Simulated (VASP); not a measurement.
# NaH (Fm-3m) in VASP: further runs

Aim: see how the results for NaH move with the level of theory and the settings. Levels: RPBE+D4, RPBE, LDA. Tasks: single point.

Everything below comes from runs of VASP 6.6.1. Logs are shortened: lines on timing, memory, paths and dates and some standing lists are left out, and cuts for length are marked.

## (1) The cell of the first run

Symmetry: Fm-3m, No. 225, cubic system. Conventional cell: a = 4.780 Å, b = 4.780 Å, c = 4.780 Å, α = 90.00°, β = 90.00°, γ = 90.00°. Na (site symmetry m-3m) has 6 H at 2.39 Å within 3.2 Å. Within 3.2 Å of H (site symmetry m-3m) lie 6 Na at 2.39 Å.

## (2) Single point, RPBE+D4 (13.66 Å³/atom)

The input, INCAR:

```
ALGO = Normal ; EDIFF = 1E-7
ENCUT = 520 ; GGA = RP
ISIF = 2 ; ISMEAR = -1
IVDW = 13 ; LASPH = True
LCHARG = False ; LREAL = False
LWAVE = False ; NBANDS = 11
NELM = 80 ; PREC = Accurate
SIGMA = 0.02
```

The input, KPOINTS:

```
k-points
0
Gamma
  9 9 9
```

The input, POSCAR:

```
NaH
1.0
    0.0000000000      2.3901901053      2.3901901053
    2.3901901053      0.0000000000      2.3901901053
    2.3901901053      2.3901901053      0.0000000000
Na H
1 1
Direct
    0.0000000000      0.0000000000      0.0000000000
    0.5000000000      0.5000000000      0.5000000000
```

Potentials or basis: VASP PAW PBE potentials, release 64 (Na_pv, H).

Run with:

```sh
$ cat potpaw_PBE.64/Na_pv/POTCAR potpaw_PBE.64/H/POTCAR > POTCAR
$ mpirun -np 1 vasp_std > vasp.out
```

OUTCAR:

```text
EDIFF = 1E-7
   ENCUT = 520
   GGA = RP
   ISIF = 2
   ISMEAR = -1
   IVDW = 13
   LASPH = True
   LREAL = False
   NELM = 80
   PREC = Accurate

 ion  position               nearest neighbor table
   1  0.000  0.000  0.000-
   2  0.500  0.500  0.500-

  LATTYP: Found a face centered cubic cell.
 ALAT       =     4.7803802106

  Lattice vectors:

 A1 = (   0.0000000000,   2.3901901053,   2.3901901053)
 A2 = (   2.3901901053,   0.0000000000,   2.3901901053)
 A3 = (   2.3901901053,   2.3901901053,   0.0000000000)

Analysis of symmetry for initial positions (statically):
=====================================================================
 Subroutine PRICEL returns:
 Original cell was already a primitive cell.

 Routine SETGRP: Setting up the symmetry group for a
 face centered cubic supercell.

 Subroutine GETGRP returns: Found 48 space group operations
 (whereof 48 operations were pure point group operations)
 out of a pool of 48 trial point group operations.

The static configuration has the point symmetry O_h .

Analysis of symmetry for dynamics (positions and initial velocities):
=====================================================================
 Subroutine PRICEL returns:
 Original cell was already a primitive cell.

 Routine SETGRP: Setting up the symmetry group for a
 face centered cubic supercell.

 Subroutine GETGRP returns: Found 48 space group operations
 (whereof 48 operations were pure point group operations)
 out of a pool of 48 trial point group operations.

The dynamic configuration has the point symmetry O_h .

 Subroutine INISYM returns: Found 48 space group operations
 (whereof 48 operations are pure point group operations),
 and found     1 'primitive' translations

----------------------------------------------------------------------------------------

                                     Primitive cell

  volume of cell :      27.3104

  direct lattice vectors                    reciprocal lattice vectors
     0.000000000  2.390190105  2.390190105    -0.209188382  0.209188382  0.209188382
     2.390190105  0.000000000  2.390190105     0.209188382 -0.209188382  0.209188382
     2.390190105  2.390190105  0.000000000     0.209188382  0.209188382 -0.209188382

  length of vectors
     3.380239264  3.380239264  3.380239264     0.362324905  0.362324905  0.362324905

  position of ions in fractional coordinates (direct lattice)
[... 85 lines left out ...]
   ISIF   =      2    stress and relaxation
   ISYM   =      2    0-nonsym 1-usesym 2-fastsym
   POTIM  = 0.5000    time-step for ionic-motion
   TEBEG  =    0.0;   TEEND  =   0.0 temperature during run
   PSTRESS=    0.0 pullay stress
   NELECT =       8.0000    total number of electrons
   NUPDOWN=      -1.0000    fix difference up-down
   EMIN   =  10.00;   EMAX   =-10.00  energy-range for DOS
   EFERMI =   0.00;   METHOD = LEGACY
   ISMEAR =    -1;   SIGMA  =   0.02  broadening in eV -4-tet -1-fermi 0-gaus
   EFERMI_NEDOS =   21; number of points for ismear=-14 and -15
   IALGO  =     38    algorithm
   IMIX   =      4    mixing-type and parameters
     AMIX     =   0.40;   BMIX     =  1.00
     AMIX_MAG =   1.60;   BMIX_MAG =  1.00
  volume/ion in A,a.u.               =      13.66        92.15
  Fermi-wavevector in a.u.,A,eV,Ry     =   1.087249  2.054603 16.083591  1.182111
  Thomas-Fermi vector in A             =   2.223404
   LORBIT       =      0    0 simple, 1 ext, 2 COOP (PROOUT), +10 PAW based schemes
   GGA     = RP    functional components
   LHFCALC =     F    Hartree Fock is set to
   AEXX    =    0.0000 exact exchange contribution
   IVDW    =    13    specifies the selected vdW correction
   LEPSILON=     F    determine dielectric tensor
   LRPA    =     F    only Hartree local field effects (RPA)
 non-spin polarized calculation
  energy-cutoff  :      520.00
  volume of cell :       27.31
 maximum number of plane-waves:       751
 NGX is ok and might be reduce to    28
   NGX = 13   NGY = 13   NGZ = 13

 number of electron       7.9999992 magnetization

 Free energy of the ion-electron system (eV)
  ---------------------------------------------------
  ext. energy  EPLUGINS =         0.00000000
  ---------------------------------------------------
  free energy    TOTEN  =        -4.96865250 eV

  energy without entropy =       -4.96865250  energy(sigma->0) =       -4.96865250

 E-fermi :  -0.4574     XC(G=0):  -7.6205

 val. band max:       -0.9810065168   @ k =  -0.3333   0.4444   0.1111
 cond. band min:       3.3570437915   @ k =  -0.4444   0.1111   0.0000
 fundamental gap:      4.3380503083
 Fermi energy:        -0.4574354804

 k-point     1 :       0.0000    0.0000    0.0000
  band No.  band energies     occupation
      1     -22.9423      2.00000
      2     -22.9422      2.00000
      3     -22.9422      2.00000
      4      -4.5247      2.00000
      5       9.8861      0.00000
      6      15.1565      0.00000
      7      15.1565      0.00000
      8      15.1565      0.00000
      9      15.9893      0.00000
     10      15.9893      0.00000
     11      15.9893      0.00000
[... 309 lines left out ...]
 k-point    24 :       0.4444    0.4444    0.0000
  band No.  band energies     occupation
      1     -23.0305      2.00000
      2     -22.9756      2.00000
      3     -22.9756      2.00000
      4      -1.2690      2.00000
      5       4.1940      0.00000
      6       9.5346      0.00000
      7      10.2099      0.00000
      8      10.2099      0.00000
      9      11.6064      0.00000
     10      23.0713      0.00000
     11      24.9179      0.00000

 [... further k-points ...]

------------------------ aborting loop because EDIFF is reached ----------------------------------------

  DFT-D4 for vdW energy calculation

  Edisp (eV):   -0.24759

  FORCE on cell =-STRESS in cart. coord.  units (eV):
  Direction    XX          YY          ZZ          XY          YZ          ZX
  --------------------------------------------------------------------------------------
  -------------------------------------------------------------------------------------
  Total       0.17128     0.17128     0.17128     0.00000     0.00000     0.00000
  in kB      10.04813    10.04813    10.04813     0.00000     0.00000     0.00000
  external pressure =       10.05 kB  Pullay stress =        0.00 kB

 VOLUME and BASIS-vectors are now :
 -----------------------------------------------------------------------------
  energy-cutoff  :      520.00
  volume of cell :       27.31
      direct lattice vectors                 reciprocal lattice vectors
     0.000000000  2.390190105  2.390190105    -0.209188382  0.209188382  0.209188382
     2.390190105  0.000000000  2.390190105     0.209188382 -0.209188382  0.209188382
     2.390190105  2.390190105  0.000000000     0.209188382  0.209188382 -0.209188382

 POSITION                                       TOTAL-FORCE (eV/Angst)
 -----------------------------------------------------------------------------------
      0.00000      0.00000      0.00000        -0.000000      0.000000     -0.000000
      2.39019      2.39019      2.39019         0.000000      0.000000      0.000000
 -----------------------------------------------------------------------------------
    total drift:                               -0.000000     -0.000000      0.000000

  FREE ENERGIE OF THE ION-ELECTRON SYSTEM (eV)
  ---------------------------------------------------
  free  energy   TOTEN  =        -5.2162425418 eV

  energy  without entropy=       -5.2162425418  energy(sigma->0) =       -5.21624254
```

stdout:

```text
POSCAR found type information on POSCAR NaH
 POSCAR found :  2 types and       2 ions
 scaLAPACK will be used
 -----------------------------------------------------------------------------
|                                                                             |
|                                                                             |
|     You enforced a specific xc type in the INCAR file but a different       |
|     I HOPE YOU KNOW WHAT YOU ARE DOING!                                     |
|                                                                             |
 -----------------------------------------------------------------------------

 LDA part: xc-table for (Slater+PW92), standard interpolation
 POSCAR, INCAR and KPOINTS ok, starting setup
 FFT: planning ... GRIDC
 FFT: planning ... GRID_SOFT
 FFT: planning ... GRID
 WAVECAR not read
 entering main loop
```

Run time: 8 s. Hardware: 1 thread of Intel Xeon Platinum 8559C (Emerald Rapids), shared host; peak memory 0.14 GiB.

What came out:

```yaml
Free_energy: -5.2162 eV
Pressure: 1.0 GPa
Band_gap_on_the_k_mesh: 4.34 eV (least direct gap 5.03 eV)
Dispersion_energy_per_atom: -0.124 eV
```

Caveat: the PAW data sets were made with another functional, which shifts forces and pressure a little; an odd mesh through Γ misses points on the zone boundary, where band edges can lie.

(Continued in part 2 of 2.)
